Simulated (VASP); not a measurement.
Crystal: ScSi4O.

```
Sc Si O
1.0
     0.00000    3.58775    3.58775
     3.58775    0.00000    3.58775
     3.58775    3.58775    0.00000
Sc Si O
1 4 1
Direct
  0.00000 0.00000 0.00000
  0.87491 0.37503 0.37503
  0.37503 0.37503 0.37503
  0.37503 0.87491 0.37503
  0.37503 0.37503 0.87491
  0.75000 0.75000 0.75000
```

| Quantity | Value |
| --- | --- |
| Program | VASP 6.6.1 |
| Task | relaxation of cell and atoms |
| Functional | PBE |
| Potentials or basis | VASP PAW PBE potentials, release 64 (Sc_sv, Si, O) |
| Cutoff | 600 eV |
| k mesh | 4 × 4 × 4 |
| Occupations | gaussian, width 0.1 eV |
| Spin | no spin polarisation |

At the start: pressure -6.9 GPa; volume 15.39 Å³/atom.

Question: Where does the relaxation end?

Answer: Over 3 steps the energy falls by 27.5 meV/atom and the volume is 14.35 Å³/atom (-6.8 %); space group F-43m (No. 216, to 0.05 Å).

Step by step:
| step | energy change (eV) | largest force (eV/Å) | pressure (GPa) | volume (Å³) |
| --- | --- | --- | --- | --- |
| 1 | 0.0000 | 0.5358 | -6.85 | 92.36 |
| 2 | -0.1383 | 0.2699 | 3.36 | 83.84 |
| 3 | -0.1650 | 0.0126 | 0.00 | 86.11 |

Final structure:
```yaml
crystal:
  lattice:
    - [0.00000, 3.50495, 3.50495]
    - [3.50495, 0.00000, 3.50495]
    - [3.50495, 3.50495, 0.00000]
  atoms:
    - { symbol: Sc, position: [0.00000, 0.00000, 0.00000] }
    - { symbol: Si, position: [0.87043, 0.37652, 0.37652] }
    - { symbol: Si, position: [0.37652, 0.37652, 0.37652] }
    - { symbol: Si, position: [0.37652, 0.87043, 0.37652] }
    - { symbol: Si, position: [0.37652, 0.37652, 0.87043] }
    - { symbol: O, position: [0.75000, 0.75000, 0.75000] }
```

Caveat: the k points lie up to 0.39 Å⁻¹ apart in the final cell; an odd number of electrons without spin polarisation forces a metal; a magnetic or distorted state may lie lower.
